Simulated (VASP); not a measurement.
Here is a VASP 6.6.1 calculation.

POSCAR

```
Se
1.0
    2.3390936877     -2.3058277083      0.0000000000
    2.3390936877      2.3058277083      0.0000000000
    0.0000000000      0.0000000000     10.5063727689
Se
4
Direct
    0.9989298944      0.0010701056      0.1025473170
    0.5010701056      0.4989298944      0.6025473170
    0.0010701056      0.9989298944      0.8974526830
    0.4989298944      0.5010701056      0.3974526830
```

Contents of INCAR.step1:

```
PREC = Accurate ; ENCUT = 520
ISMEAR = 0 ; SIGMA = 0.1
LREAL = F ; LASPH = T
NELM = 60 ; NBANDS = 20
GGA = PE ; ALGO = Normal
EDIFF = 1E-4 ; LWAVE = T
LCHARG = F
```

The input INCAR.step2:

```
PREC = Accurate ; ENCUT = 520
EDIFF = 1E-6 ; ISMEAR = 0
SIGMA = 0.1 ; LREAL = F
LASPH = T ; NELM = 60
ALGO = Normal ; ISIF = 2
LWAVE = F ; LCHARG = F
METAGGA = R2SCAN ; LMIXTAU = T
NBANDS = 20 ; ISTART = 1
```

File KPOINTS:

```
Automatic mesh
0
Gamma
  6 6 2
```

Potentials or basis: VASP PAW PBE potentials, release 64 (Se).

Launch:

```console
$ cat potpaw_PBE.64/Se/POTCAR > POTCAR
$ cp INCAR.step1 INCAR
$ mpirun -np 1 vasp_std > vasp.out
$ cp INCAR.step2 INCAR
$ mpirun -np 1 vasp_std > vasp.out
```

Task: Estimate the pressure.

Result: 0.1 GPa.

Task: Estimate the largest force.

Result: 0.013 eV/Å.

Stress tensor (GPa, compression positive):
```
0.13 0.00 0.00
0.00 0.20 0.00
0.00 0.00 0.11
```

Caveat: the PAW data sets were made with another functional, which shifts forces and pressure a little.
